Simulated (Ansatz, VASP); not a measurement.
## Ti: VASP beside Ansatz

```
Ti
1.0
     0.00000    2.27064    1.42868
     2.27064    0.00000    1.42868
     2.27064    2.27064    0.00000
Ti
1
Direct
  0.00000 0.00000 0.00000
```

Alike in both runs: task single point; functional LDA; k mesh 22 × 22 × 22; occupations gaussian, width 0.15 eV; no spin polarisation.

```csv
,VASP,Ansatz
version,VASP 6.6.1,Ansatz 0.2.0
potentials or method,"VASP PAW LDA potentials, release 64 (Ti_sv), cutoff 520 eV","scalar-relativistic, plane waves, PAW"
valence electrons in the cell,12,12
```

Ansatz gave:

| Quantity | Value |
| --- | --- |
| gap on the k mesh at the Fermi level (eV) | none |
| pressure (GPa) | 10.1 |
| traceless stress, the component that is largest in VASP (GPa) | -1.94 |

Q: What did VASP give for the same quantities?

A: gap on the k mesh at the Fermi level (eV): none; pressure (GPa): 9.8; traceless stress, the component that is largest in VASP (GPa): -2.00.

Ansatz warns that its potentials were made for another functional, while VASP's fit it. LDA's correlation is that of Perdew and Zunger in VASP and of Perdew and Wang (1992) in Ansatz. A gap of «none» marks a metal or a gap that the smearing closes.
